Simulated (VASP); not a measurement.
# TiO2 (Cmcm) in VASP: single point with PBE

Aim: the single point of TiO2 with PBE.

All numbers are computed with VASP 6.6.1; they aren't measurements. Logs are shortened: lines on timing, memory, paths and dates and some standing lists are left out, and cuts for length are marked.

## 1. The cell of the first run

Symmetry: Cmcm, No. 63, orthorhombic system. The conventional cell has a = 3.799 Å, b = 19.394 Å, c = 3.799 Å, α = 90.00°, β = 90.00°, γ = 90.00°. Within 2.6 Å of Ti (site symmetry m2m) lie 6 O at 1.95 to 2.00 Å. Within 2.6 Å of Ti (site symmetry m2m) lie 5 O at 1.95 to 2.00 Å. Within 2.6 Å of O (site symmetry m2m) lie 3 Ti at 1.95 to 2.00 Å and 3 O at 2.42 to 2.47 Å. O (site symmetry m2m) has 3 Ti at 1.95 to 2.00 Å and 2 O at 2.47 Å within 2.6 Å. Within 2.6 Å of O (site symmetry m2m) lie 3 Ti at 1.95 to 2.00 Å and 2 O at 2.47 Å. Within 2.6 Å of O (site symmetry m2m) lie 2 Ti at 1.95 Å and 1 O at 2.42 Å.

## 2. Single point, PBE (the part above a cut slid along it)

The input, INCAR:

```
ALGO = Normal
EDIFF = 1E-7
ENCUT = 520
GGA = PE
ISIF = 2
ISMEAR = 0
ISYM = 0
LASPH = T
LCHARG = F
LREAL = F
LWAVE = F
NBANDS = 60
NELM = 100
PREC = Accurate
SIGMA = 0.05
```

The input, KPOINTS:

```
k-points
0
Gamma
  7 7 3
```

The input, POSCAR:

```
TiO2
1.0
   -3.7992225376      0.0000000000      0.0000000000
    0.0000000000     -3.7992225376      0.0000000000
    0.0000000000     -1.8996112688      9.6968968543
Ti O
4 8
Direct
    0.0000000000      0.6875000000      0.6250000000
    0.5000000000      0.4375000000      0.1250000000
    0.5000000000     -0.1875000000      0.3750000000
    0.0000000000      0.0625000000      0.8750000000
    0.0000000000     -0.4157533630      0.8315067260
    0.5000000000      0.3342466370      0.3315067260
    0.5000000000     -0.2907533630      0.5815067260
    0.0000000000      0.4592466370      0.0815067260
    0.5000000000     -0.0842466370      0.1684932740
    0.0000000000      0.1657533630      0.6684932740
    0.0000000000     -0.2092466370      0.4184932740
    0.5000000000      0.0407533630      0.9184932740
```

Potentials or basis: VASP PAW PBE potentials, release 64 (Ti_sv, O).

Launch:

```console
> cat potpaw_PBE.64/Ti_sv/POTCAR potpaw_PBE.64/O/POTCAR > POTCAR
> mpirun -np 1 vasp_std > vasp.out
```

OUTCAR:

```text
EDIFF = 1E-7
   ENCUT = 520
   GGA = PE
   ISIF = 2
   ISMEAR = 0
   ISYM = 0
   LASPH = T
   LREAL = F
   NELM = 100
   PREC = Accurate

 ion  position               nearest neighbor table
   1  0.000  0.688  0.625-   7 1.95  10 1.95  10 1.95   7 1.95   5 2.00  11 2.00
   2  0.500  0.438  0.125-   8 1.95   9 1.95   9 1.95   8 1.95   6 2.00
   3  0.500  0.812  0.375-   6 1.95   6 1.95  11 1.95  11 1.95   7 2.00   9 2.00
   4  0.000  0.062  0.875-   5 1.95   5 1.95  12 1.95  12 1.95  10 2.00
   5  0.000  0.584  0.832-   4 1.95   4 1.95   1 2.00
   6  0.500  0.334  0.332-   3 1.95   3 1.95   2 2.00
   7  0.500  0.709  0.582-   1 1.95   1 1.95   3 2.00
   8  0.000  0.459  0.082-   2 1.95   2 1.95
   9  0.500  0.916  0.168-   2 1.95   2 1.95   3 2.00
  10  0.000  0.166  0.668-   1 1.95   1 1.95   4 2.00
  11  0.000  0.791  0.418-   3 1.95   3 1.95   1 2.00
  12  0.500  0.041  0.918-   4 1.95   4 1.95

IMPORTANT INFORMATION: All symmetrisations will be switched off!
NOSYMM: (Re-)initialisation of all symmetry stuff for point group C_1.

----------------------------------------------------------------------------------------

                                     Primitive cell

  volume of cell :     139.9659

  direct lattice vectors                    reciprocal lattice vectors
    -3.799222538  0.000000000  0.000000000    -0.263211747  0.000000000  0.000000000
     0.000000000 -3.799222538  0.000000000     0.000000000 -0.263211747 -0.051562887
     0.000000000 -1.899611269  9.696896854     0.000000000  0.000000000  0.103125775

  length of vectors
     3.799222538  3.799222538  9.881211038     0.263211747  0.268214755  0.103125775

  position of ions in fractional coordinates (direct lattice)
     0.000000000  0.687500000  0.625000000
     0.500000000  0.437500000  0.125000000
     0.500000000  0.812500000  0.375000000
     0.000000000  0.062500000  0.875000000
     0.000000000  0.584246637  0.831506726
     0.500000000  0.334246637  0.331506726
     0.500000000  0.709246637  0.581506726
     0.000000000  0.459246637  0.081506726
     0.500000000  0.915753363  0.168493274
     0.000000000  0.165753363  0.668493274
     0.000000000  0.790753363  0.418493274
     0.500000000  0.040753363  0.918493274

  ion indices of the primitive-cell ions
   primitive index   ion index
                 1           1
                 2           2
                 3           3
                 4           4
                 5           5
                 6           6
                 7           7
                 8           8
                 9           9
                10          10
                11          11
                12          12

----------------------------------------------------------------------------------------

 KPOINTS: k-points

Automatic generation of k-mesh.
 Grid dimensions read from file:
 generate k-points for:    7    7    3

 Generating k-lattice:

  Cartesian coordinates                     Fractional coordinates (reciprocal lattice)
    -0.037601678  0.000000000  0.000000000     0.142857143  0.000000000  0.000000000
     0.000000000 -0.037601678 -0.007366127     0.000000000  0.142857143  0.000000000
     0.000000000  0.000000000  0.034375258     0.000000000  0.000000000  0.333333333

  Length of vectors
     0.037601678  0.038316394  0.034375258

  Shift w.r.t. Gamma in fractional coordinates (k-lattice)
     0.000000000  0.000000000  0.000000000

 -----------------------------------------------------------------------------
|                                                                             |
|           W    W    AA    RRRRR   N    N  II  N    N   GGGG   !!!           |
|           W    W   A  A   R    R  NN   N  II  NN   N  G    G  !!!           |
|           W    W  A    A  R    R  N N  N  II  N N  N  G       !!!           |
|           W WW W  AAAAAA  RRRRR   N  N N  II  N  N N  G  GGG   !            |
|           WW  WW  A    A  R   R   N   NN  II  N   NN  G    G                |
|           W    W  A    A  R    R  N    N  II  N    N   GGGG   !!!           |
|                                                                             |
|     Your reciprocal lattice and k-lattice belong to different lattice       |
|     classes:                                                                |
|                                                                             |
|        The reciprocal lattice is base centered orthorhombic,                |
|        whereas your k-lattice is simple monoclinic.                         |
|                                                                             |
|     Results are often still useful ...                                      |
|                                                                             |
 -----------------------------------------------------------------------------

 WARNING: IBZKPT: internal override: KBLOWUP is changed to .FALSE.
      ... skipping the blow-up phase ...

 Subroutine IBZKPT returns following result:
 ===========================================

 Found     74 irreducible k-points:

 Following reciprocal coordinates:
            Coordinates               Weight
  0.000000  0.000000  0.000000      1.000000
  0.142857  0.000000  0.000000      2.000000
  0.285714  0.000000  0.000000      2.000000
  0.428571  0.000000  0.000000      2.000000
  0.000000  0.142857  0.000000      2.000000
  0.142857  0.142857  0.000000      2.000000
[... 16 lines left out ...]
 -0.428571  0.428571  0.000000      2.000000
 -0.285714  0.428571  0.000000      2.000000
 [... further k-points ...]
   k-points           NKPTS =     74   k-points in BZ     NKDIM =     74   number of bands    NBANDS=     60
   number of dos      NEDOS =    301   number of ions     NIONS =     12
   total plane-waves  NPLWV =  62720
   dimension x,y,z NGX =    28 NGY =   28 NGZ =   80
   dimension x,y,z NGXF=    56 NGYF=   56 NGZF=  160
   ions per type =               4   8
   NGX,Y,Z   is equivalent  to a cutoff of  12.25, 12.25, 13.46 a.u.
   NGXF,Y,Z  is equivalent  to a cutoff of  24.50, 24.50, 26.92 a.u.
 SYSTEM =  unknown system
   PREC   = accura    normal or accurate (medium, high low for compatibility)
   ISTART =      0    job   : 0-new  1-cont  2-samecut
   ICHARG =      2    charge: 1-file 2-atom 10-const
   ISPIN  =      1    spin polarized calculation?
   LNONCOLLINEAR =      F non collinear calculations
   LSORBIT =      F    spin-orbit coupling
   LASPH  =      T    aspherical Exc in radial PAW
   ENCUT  =  520.0 eV  38.22 Ry    6.18 a.u.   7.06  7.06 18.37*2*pi/ulx,y,z
   NELM   =    100;   NELMIN=  2; NELMDL= -5     # of ELM steps
   EDIFF  = 0.1E-06   stopping-criterion for ELM
   LREAL  =      F    real-space projection
   EDIFFG = 0.1E-05   stopping-criterion for IOM
   NSW    =      0    number of steps for IOM
   IBRION =     -1    ionic relax: 0-MD 1-quasi-New 2-CG
   NFREE  =      0    steps in history (QN), initial steepest desc. (CG)
   ISIF   =      2    stress and relaxation
   ISYM   =      0    0-nonsym 1-usesym 2-fastsym
   POTIM  = 0.5000    time-step for ionic-motion
   TEBEG  =    0.0;   TEEND  =   0.0 temperature during run
   PSTRESS=    0.0 pullay stress
   NELECT =      96.0000    total number of electrons
   NUPDOWN=      -1.0000    fix difference up-down
   EMIN   =  10.00;   EMAX   =-10.00  energy-range for DOS
   EFERMI =   0.00;   METHOD = LEGACY
   ISMEAR =     0;   SIGMA  =   0.05  broadening in eV -4-tet -1-fermi 0-gaus
   EFERMI_NEDOS =   21; number of points for ismear=-14 and -15
   IALGO  =     38    algorithm
   IMIX   =      4    mixing-type and parameters
     AMIX     =   0.40;   BMIX     =  1.00
     AMIX_MAG =   1.60;   BMIX_MAG =  1.00
  volume/ion in A,a.u.               =      11.66        78.71
  Fermi-wavevector in a.u.,A,eV,Ry     =   1.443747  2.728287 28.360066  2.084406
  Thomas-Fermi vector in A             =   2.562120
   LORBIT       =      0    0 simple, 1 ext, 2 COOP (PROOUT), +10 PAW based schemes
   GGA     = PE    functional components
   LHFCALC =     F    Hartree Fock is set to
   AEXX    =    0.0000 exact exchange contribution
   IVDW    =     0    specifies the selected vdW correction
   LEPSILON=     F    determine dielectric tensor
   LRPA    =     F    only Hartree local field effects (RPA)
 non-spin polarized calculation
 Gauss-broadening in eV      SIGMA  =   0.05
  energy-cutoff  :      520.00
  volume of cell :      139.97
 maximum number of plane-waves:      3786
   NGX = 15   NGY = 15   NGZ = 37

 number of electron      96.0000009 magnetization

 Free energy of the ion-electron system (eV)
  ---------------------------------------------------
  ext. energy  EPLUGINS =         0.00000000
  ---------------------------------------------------
  free energy    TOTEN  =      -106.14402824 eV

  energy without entropy =     -106.14402824  energy(sigma->0) =     -106.14402824

 E-fermi :   3.8001     XC(G=0): -10.6689

 val. band max:        3.4020132827   @ k =  -0.2857   0.0000   0.3333
 cond. band min:       5.3130830416   @ k =   0.0000   0.0000   0.3333
 fundamental gap:      1.9110697589
 Fermi energy:         3.8000660671

 k-point     1 :       0.0000    0.0000    0.0000
  band No.  band energies     occupation
      1     -53.3349      2.00000
      2     -53.3300      2.00000
      3     -53.2450      2.00000
      4     -53.2197      2.00000
      5     -29.7122      2.00000
      6     -29.6537      2.00000
[... 52 lines left out ...]
     59       7.3391      0.00000
     60       7.3869      0.00000

 k-point     2 :       0.1429    0.0000    0.0000
  band No.  band energies     occupation
      1     -53.3343      2.00000
      2     -53.3298      2.00000
      3     -53.2433      2.00000
      4     -53.2205      2.00000
      5     -29.7104      2.00000
      6     -29.6566      2.00000
[... 52 lines left out ...]
     59       7.2348      0.00000
     60       7.3927      0.00000

 k-point     3 :       0.2857    0.0000    0.0000
  band No.  band energies     occupation
      1     -53.3327      2.00000
      2     -53.3296      2.00000
      3     -53.2389      2.00000
      4     -53.2232      2.00000
      5     -29.7052      2.00000
      6     -29.6663      2.00000
[... 1312 lines left out ...]
     59       7.8475      0.00000
     60       7.8883      0.00000

 k-point    24 :      -0.2857    0.4286    0.0000
  band No.  band energies     occupation
      1     -53.3279      2.00000
      2     -53.3273      2.00000
      3     -53.2386      2.00000
      4     -53.2226      2.00000
      5     -29.7017      2.00000
      6     -29.6916      2.00000
[... 52 lines left out ...]
     59       7.5441      0.00000
     60       7.6443      0.00000

 [... further k-points ...]

------------------------ aborting loop because EDIFF is reached ----------------------------------------

  FORCE on cell =-STRESS in cart. coord.  units (eV):
  Direction    XX          YY          ZZ          XY          YZ          ZX
  --------------------------------------------------------------------------------------
  -------------------------------------------------------------------------------------
  Total       -8.2348379     -2.2748531      1.7760159     -0.0000002     -0.0007427     -0.0000004
  in kB      -94.2634641    -26.0400426     20.3298980     -0.0000028     -0.0085011     -0.0000040
  external PRESSURE =     -33.3245362 kB  Pullay stress =       0.0000000 kB

 VOLUME and BASIS-vectors are now :
 -----------------------------------------------------------------------------
  energy-cutoff  :      520.00
  volume of cell :      139.97
      direct lattice vectors                 reciprocal lattice vectors
    -3.799222538  0.000000000  0.000000000    -0.263211747  0.000000000  0.000000000
     0.000000000 -3.799222538  0.000000000     0.000000000 -0.263211747 -0.051562887
     0.000000000 -1.899611269  9.696896854     0.000000000  0.000000000  0.103125775

 POSITION                                       TOTAL-FORCE (eV/Angst)
 -----------------------------------------------------------------------------------
      0.00000     -3.79922      6.06056        -0.000000      0.000061      0.185706
     -1.89961     -1.89961      1.21211        -0.000003      0.000062      0.238048
     -1.89961     -3.79922      3.63634         0.000000     -0.000060     -0.185679
      0.00000     -1.89961      8.48478         0.000000     -0.000062     -0.238077
      0.00000     -3.79922      8.06303         0.000000      0.000325     -1.367182
     -1.89961     -1.89961      3.21459         0.000000      0.000340     -0.538683
     -1.89961     -3.79922      5.63881         0.000000      0.000223      0.029377
      0.00000     -1.89961      0.79036        -0.000000      0.000212      0.204665
     -1.89961     -3.79922      1.63386         0.000000     -0.000326      1.367171
      0.00000     -1.89961      6.48231         0.000000     -0.000340      0.538668
      0.00000     -3.79922      4.05809         0.000000     -0.000223     -0.029362
     -1.89961     -1.89961      8.90653         0.000001     -0.000213     -0.204651
 -----------------------------------------------------------------------------------
    total drift:                               -0.000001      0.000003     -0.000056

  FREE ENERGIE OF THE ION-ELECTRON SYSTEM (eV)
  ---------------------------------------------------
  free  energy   TOTEN  =      -106.1440282362 eV

  energy  without entropy=     -106.1440282362  energy(sigma->0) =     -106.14402824
```

Wall time 11 min (1 thread of Intel Xeon Platinum 8124M at 3.00GHz (Skylake/Cascade Lake), shared host); peak memory 0.53 GiB.

Results:

| Quantity | Value |
| --- | --- |
| Free energy | -106.1440 eV |
| Pressure | -3.3 GPa |
| Largest force | 1.367 eV/Å |
| Band gap on the k mesh | 1.91 eV (least direct gap 2.13 eV) |

Forces in eV/Å, atoms in the order of the input:
```
Ti   0.000  0.000  0.186
Ti   0.000  0.000  0.238
Ti   0.000  0.000 -0.186
Ti   0.000  0.000 -0.238
O    0.000  0.000 -1.367
O    0.000  0.000 -0.539
O    0.000  0.000  0.029
O    0.000  0.000  0.205
O    0.000  0.000  1.367
O    0.000  0.000  0.539
O    0.000  0.000 -0.029
O    0.000  0.000 -0.205
```

Stress tensor (GPa, compression positive):
```
-9.43  0.00  0.00
 0.00 -2.60  0.00
 0.00  0.00  2.03
```

Caveat: the cell differs from its parent crystal (the part above a cut slid along it); the stress differs along the axes, from -9 to 2 GPa; forces of over 1 eV/Å act on the atoms, so gaps and moduli don't describe the material at rest. A k mesh can miss the band edges.
